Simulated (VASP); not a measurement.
# PbO (CsCl type) (Pm-3m) in VASP: a series of runs

PbO (CsCl type) is run at these levels: PBE; tasks: single point, relaxation of cell and atoms.

All numbers are computed with VASP 6.6.1; they aren't measurements. Logs are shortened: lines on timing, memory, paths and dates and some standing lists are left out, and cuts for length are marked.

### Step 1. The cell of the first run

It takes space group Pm-3m (No. 221, cubic). The conventional cell has a = 3.108 Å, b = 3.108 Å, c = 3.108 Å, α = 90.00°, β = 90.00°, γ = 90.00°. Pb (site symmetry m-3m) has 8 O at 2.69 Å and 6 Pb at 3.11 Å within 3.5 Å. O (site symmetry m-3m) has 8 Pb at 2.69 Å and 6 O at 3.11 Å within 3.5 Å.

### Step 2. Single point, PBE

Input file INCAR:

```
SYSTEM = PbO
  PREC = Accurate
  ENCUT = 520
  EDIFF = 1E-7
  ISMEAR = -1
  SIGMA = 0.05
  LREAL = .FALSE.
  LASPH = .TRUE.
  NELM = 60
  ALGO = Normal
  ISIF = 2
  LWAVE = .FALSE.
  LCHARG = .FALSE.
  GGA = PE
  NBANDS = 17
```

Input file KPOINTS:

```
regular mesh
0
G
  12 12 12
  0 0 0
```

Input file POSCAR:

```
PbO
1.0
    3.1075890309      0.0000000000      0.0000000000
    0.0000000000      3.1075890309      0.0000000000
    0.0000000000      0.0000000000      3.1075890309
Pb O
1 1
Direct
    0.0000000000      0.0000000000      0.0000000000
    0.5000000000      0.5000000000      0.5000000000
```

Potentials or basis: VASP PAW PBE potentials, release 64 (Pb_d, O).

Launch:

```console
$ cat potpaw_PBE.64/Pb_d/POTCAR potpaw_PBE.64/O/POTCAR > POTCAR
$ mpirun -np 1 vasp_std > vasp.out
```

OUTCAR:

```text
SYSTEM = PbO
   PREC = Accurate
   ENCUT = 520
   EDIFF = 1E-7
   ISMEAR = -1
   LREAL = .FALSE.
   LASPH = .TRUE.
   NELM = 60
   ISIF = 2
   GGA = PE

 ion  position               nearest neighbor table
   1  0.000  0.000  0.000-   2 2.69   2 2.69   2 2.69   2 2.69   2 2.69   2 2.69   2 2.69   2 2.69

   2  0.500  0.500  0.500-   1 2.69   1 2.69   1 2.69   1 2.69   1 2.69   1 2.69   1 2.69   1 2.69

  LATTYP: Found a simple cubic cell.
 ALAT       =     3.1075890309

  Lattice vectors:

 A1 = (   3.1075890309,   0.0000000000,   0.0000000000)
 A2 = (   0.0000000000,   3.1075890309,   0.0000000000)
 A3 = (   0.0000000000,   0.0000000000,   3.1075890309)

Analysis of symmetry for initial positions (statically):
=====================================================================
 Subroutine PRICEL returns:
 Original cell was already a primitive cell.

 Routine SETGRP: Setting up the symmetry group for a
 simple cubic supercell.

 Subroutine GETGRP returns: Found 48 space group operations
 (whereof 48 operations were pure point group operations)
 out of a pool of 48 trial point group operations.

The static configuration has the point symmetry O_h .

Analysis of symmetry for dynamics (positions and initial velocities):
=====================================================================
 Subroutine PRICEL returns:
 Original cell was already a primitive cell.

 Routine SETGRP: Setting up the symmetry group for a
 simple cubic supercell.

 Subroutine GETGRP returns: Found 48 space group operations
 (whereof 48 operations were pure point group operations)
 out of a pool of 48 trial point group operations.

The dynamic configuration has the point symmetry O_h .

 Subroutine INISYM returns: Found 48 space group operations
 (whereof 48 operations are pure point group operations),
 and found     1 'primitive' translations

----------------------------------------------------------------------------------------

                                     Primitive cell

  volume of cell :      30.0103

  direct lattice vectors                    reciprocal lattice vectors
     3.107589031  0.000000000  0.000000000     0.321792872  0.000000000  0.000000000
     0.000000000  3.107589031  0.000000000     0.000000000  0.321792872  0.000000000
     0.000000000  0.000000000  3.107589031     0.000000000  0.000000000  0.321792872

  length of vectors
     3.107589031  3.107589031  3.107589031     0.321792872  0.321792872  0.321792872

  position of ions in fractional coordinates (direct lattice)
     0.000000000  0.000000000  0.000000000
     0.500000000  0.500000000  0.500000000

  ion indices of the primitive-cell ions
   primitive index   ion index
                 1           1
                 2           2

----------------------------------------------------------------------------------------

 KPOINTS: regular mesh

Automatic generation of k-mesh.
 Grid dimensions read from file:
 generate k-points for:   12   12   12

 Generating k-lattice:

  Cartesian coordinates                     Fractional coordinates (reciprocal lattice)
     0.026816073  0.000000000  0.000000000     0.083333333  0.000000000  0.000000000
     0.000000000  0.026816073  0.000000000     0.000000000  0.083333333  0.000000000
     0.000000000  0.000000000  0.026816073     0.000000000  0.000000000  0.083333333

  Length of vectors
     0.026816073  0.026816073  0.026816073

  Shift w.r.t. Gamma in fractional coordinates (k-lattice)
     0.000000000  0.000000000  0.000000000

 Subroutine IBZKPT returns following result:
 ===========================================

 Found     84 irreducible k-points:

 Following reciprocal coordinates:
            Coordinates               Weight
  0.000000  0.000000  0.000000      1.000000
  0.083333  0.000000  0.000000      6.000000
  0.166667  0.000000  0.000000      6.000000
  0.250000  0.000000  0.000000      6.000000
  0.333333  0.000000  0.000000      6.000000
  0.416667  0.000000  0.000000      6.000000
[... 16 lines left out ...]
  0.333333  0.333333  0.000000     12.000000
  0.416667  0.333333  0.000000     24.000000
 [... further k-points ...]
   k-points           NKPTS =     84   k-points in BZ     NKDIM =     84   number of bands    NBANDS=     17
   number of dos      NEDOS =    301   number of ions     NIONS =      2
   total plane-waves  NPLWV =  13824
   dimension x,y,z NGX =    24 NGY =   24 NGZ =   24
   dimension x,y,z NGXF=    48 NGYF=   48 NGZF=   48
   ions per type =               1   1
   NGX,Y,Z   is equivalent  to a cutoff of  12.84, 12.84, 12.84 a.u.
   NGXF,Y,Z  is equivalent  to a cutoff of  25.68, 25.68, 25.68 a.u.
 SYSTEM =  PbO
   PREC   = accura    normal or accurate (medium, high low for compatibility)
   ISTART =      0    job   : 0-new  1-cont  2-samecut
   ICHARG =      2    charge: 1-file 2-atom 10-const
   ISPIN  =      1    spin polarized calculation?
   LNONCOLLINEAR =      F non collinear calculations
   LSORBIT =      F    spin-orbit coupling
   LASPH  =      T    aspherical Exc in radial PAW
   ENCUT  =  520.0 eV  38.22 Ry    6.18 a.u.   5.78  5.78  5.78*2*pi/ulx,y,z
   NELM   =     60;   NELMIN=  2; NELMDL= -5     # of ELM steps
   EDIFF  = 0.1E-06   stopping-criterion for ELM
   LREAL  =      F    real-space projection
   EDIFFG = 0.1E-05   stopping-criterion for IOM
   NSW    =      0    number of steps for IOM
   IBRION =     -1    ionic relax: 0-MD 1-quasi-New 2-CG
   NFREE  =      0    steps in history (QN), initial steepest desc. (CG)
   ISIF   =      2    stress and relaxation
   ISYM   =      2    0-nonsym 1-usesym 2-fastsym
   POTIM  = 0.5000    time-step for ionic-motion
   TEBEG  =    0.0;   TEEND  =   0.0 temperature during run
   PSTRESS=    0.0 pullay stress
   NELECT =      20.0000    total number of electrons
   NUPDOWN=      -1.0000    fix difference up-down
   EMIN   =  10.00;   EMAX   =-10.00  energy-range for DOS
   EFERMI =   0.00;   METHOD = LEGACY
   ISMEAR =    -1;   SIGMA  =   0.05  broadening in eV -4-tet -1-fermi 0-gaus
   EFERMI_NEDOS =   21; number of points for ismear=-14 and -15
   IALGO  =     38    algorithm
   IMIX   =      4    mixing-type and parameters
     AMIX     =   0.40;   BMIX     =  1.00
     AMIX_MAG =   1.60;   BMIX_MAG =  1.00
  volume/ion in A,a.u.               =      15.01       101.26
  Fermi-wavevector in a.u.,A,eV,Ry     =   1.429973  2.702258 27.821513  2.044824
  Thomas-Fermi vector in A             =   2.549869
   LORBIT       =      0    0 simple, 1 ext, 2 COOP (PROOUT), +10 PAW based schemes
   GGA     = PE    functional components
   LHFCALC =     F    Hartree Fock is set to
   AEXX    =    0.0000 exact exchange contribution
   IVDW    =     0    specifies the selected vdW correction
   LEPSILON=     F    determine dielectric tensor
   LRPA    =     F    only Hartree local field effects (RPA)
 non-spin polarized calculation
  energy-cutoff  :      520.00
  volume of cell :       30.01
 maximum number of plane-waves:       840
 NGX is ok and might be reduce to    24
   NGX = 11   NGY = 11   NGZ = 11

 number of electron      20.0000000 magnetization

 Free energy of the ion-electron system (eV)
  ---------------------------------------------------
  ext. energy  EPLUGINS =         0.00000000
  ---------------------------------------------------
  free energy    TOTEN  =        -9.64061891 eV

  energy without entropy =       -9.63961679  energy(sigma->0) =       -9.64011785

 E-fermi :   8.4880     XC(G=0): -11.6962

 val. band max:        8.4549262577   @ k =   0.5000   0.0833   0.0000
 cond. band min:       8.5185016491   @ k =   0.5000   0.0833   0.0000
 fundamental gap:      0.0635753915
 Fermi energy:         8.4879990822

 k-point     1 :       0.0000    0.0000    0.0000
  band No.  band energies     occupation
      1      -9.6134      2.00000
      2      -8.8200      2.00000
      3      -8.8200      2.00000
      4      -7.9761      2.00000
      5      -7.9761      2.00000
      6      -7.9761      2.00000
[... 9 lines left out ...]
     16      26.9871      0.00000
     17      27.2770      0.00000

 k-point     2 :       0.0833    0.0000    0.0000
  band No.  band energies     occupation
      1      -9.5615      2.00000
      2      -8.8168      2.00000
      3      -8.7820      2.00000
      4      -7.9926      2.00000
      5      -7.9926      2.00000
      6      -7.9747      2.00000
[... 9 lines left out ...]
     16      26.6291      0.00000
     17      27.1262      0.00000

 k-point     3 :       0.1667    0.0000    0.0000
  band No.  band energies     occupation
      1      -9.4158      2.00000
      2      -8.8084      2.00000
      3      -8.6779      2.00000
      4      -8.0375      2.00000
      5      -8.0375      2.00000
      6      -7.9710      2.00000
[... 9 lines left out ...]
     16      25.3823      0.00000
     17      26.8760      0.00000

 k-point     4 :       0.2500    0.0000    0.0000
  band No.  band energies     occupation
      1      -9.2047      2.00000
      2      -8.7968      2.00000
      3      -8.5364      2.00000
      4      -8.0978      2.00000
      5      -8.0978      2.00000
      6      -7.9659      2.00000
[... 9 lines left out ...]
     16      24.1412      0.00000
     17      26.8439      0.00000
[... 343 lines left out ...]
      1      -9.2285      2.00000
      2      -8.6093      2.00000
      3      -8.1913      2.00000
      4      -8.0784      2.00000
      5      -8.0624      2.00000
      6      -7.5146      2.00000
[... 9 lines left out ...]
     16      23.9619      0.00000
     17      26.1853      0.00000

 k-point    23 :       0.3333    0.3333    0.0000
  band No.  band energies     occupation
      1      -9.2943      2.00000
      2      -8.5902      2.00000
      3      -8.1317      2.00000
      4      -8.1192      2.00000
      5      -8.0816      2.00000
      6      -7.4872      2.00000
[... 9 lines left out ...]
     16      24.9139      0.00000
     17      25.4714      0.00000

 k-point    24 :       0.4167    0.3333    0.0000
  band No.  band energies     occupation
      1      -9.3549      2.00000
      2      -8.5672      2.00000
      3      -8.1649      2.00000
      4      -8.1173      2.00000
      5      -7.9770      2.00000
      6      -7.3276      2.00000
[... 9 lines left out ...]
     16      24.6758      0.00000
     17      25.5001      0.00000

 [... further k-points ...]
[... 5 lines left out ...]
  --------------------------------------------------------------------------------------
  -------------------------------------------------------------------------------------
  Total        2.2473327      2.2473327      2.2473327     -0.0000000     -0.0000000      0.0000000
  in kB      119.9795471    119.9795471    119.9795471     -0.0000000     -0.0000000      0.0000000
  external PRESSURE =     119.9795471 kB  Pullay stress =       0.0000000 kB

 VOLUME and BASIS-vectors are now :
 -----------------------------------------------------------------------------
  energy-cutoff  :      520.00
  volume of cell :       30.01
      direct lattice vectors                 reciprocal lattice vectors
     3.107589031  0.000000000  0.000000000     0.321792872  0.000000000  0.000000000
     0.000000000  3.107589031  0.000000000     0.000000000  0.321792872  0.000000000
     0.000000000  0.000000000  3.107589031     0.000000000  0.000000000  0.321792872

 POSITION                                       TOTAL-FORCE (eV/Angst)
 -----------------------------------------------------------------------------------
      0.00000      0.00000      0.00000         0.000000      0.000000      0.000000
      1.55379      1.55379      1.55379         0.000000      0.000000      0.000000
 -----------------------------------------------------------------------------------
    total drift:                                0.000000      0.000000     -0.000000

  FREE ENERGIE OF THE ION-ELECTRON SYSTEM (eV)
  ---------------------------------------------------
  free  energy   TOTEN  =        -9.6406189114 eV

  energy  without entropy=       -9.6396167945  energy(sigma->0) =       -9.64011785
```

Run time: 10 s. Hardware: 1 thread of Intel Xeon 6975P-C (Granite Rapids), shared host; peak memory 0.16 GiB.

Results:

| Property | Result |
| --- | --- |
| Free energy | -9.6406 eV |
| Pressure | 12.0 GPa |
| Band gap on the k mesh | 0.06 eV, direct |

Levels at points of the mesh, in eV from the valence-band top:
```tsv
k point	band 6	band 7	band 8	band 9	band 10	band 11	band 12	band 13	band 14	band 15
(0.00, 0.00, 0.00)	-16.43	-8.63	-2.34	-2.34	-2.34	8.97	8.97	8.97	9.73	9.73
(0.50, 0.00, 0.00)	-16.41	-9.72	-1.43	-1.43	-0.70	0.19	7.99	7.99	10.67	13.64
(0.50, 0.50, 0.00)	-15.49	-6.09	-5.35	-5.35	-1.47	3.93	3.93	9.95	11.39	16.21
(0.50, 0.50, 0.50)	-16.23	-3.14	-2.78	-2.78	-2.78	0.38	0.38	0.38	13.66	13.66
```

Caveat: spin-orbit coupling is left out, which moves the levels of the heavy elements. A k mesh can miss the band edges.

[end of part 1 of 3]
